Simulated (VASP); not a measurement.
In, 1 atom in the cell. Symmetry: R-3m, No. 166, trigonal system. The conventional cell has a = 4.461 Å, b = 4.461 Å, c = 4.644 Å, α = 90.00°, β = 90.00°, γ = 120.00°. Within 4.1 Å of In (site symmetry -3m) lie 12 In at 3.01 to 4.03 Å.  This cell differs from its parent crystal: ratio of the length along [111] to the lengths across it x 1.7, volume and fractional coordinates fixed.

```yaml
Program: VASP 6.6.1
Task: single point
Functional: PBE
Potentials_or_basis: VASP PAW PBE potentials, release 64 (In_d)
Cutoff: 520 eV
k_mesh: 20 × 20 × 20
Occupations: gaussian, width 0.15 eV
Spin: no spin polarisation
Dipole_correction: no
Further_INCAR_settings: ALGO = Fast; EDIFF = 1e-07; NBANDS = 12
```

Potentials or basis: VASP PAW PBE potentials, release 64 (In_d).

Launch:

```sh
$ cat potpaw_PBE.64/In_d/POTCAR > POTCAR
$ mpirun -np 1 vasp_std > vasp.out
```

Hardware: 1 thread of Intel(R) Xeon(R) 6975P-C (Granite Rapids), on a shared host.

Problem. How long does it take, and how much memory?

Solution. It took 73 s on 1 thread of Intel(R) Xeon(R) 6975P-C (Granite Rapids), with other jobs on the host, peak memory 0.33 GiB. Counts: scf iterations 16, k points 781.
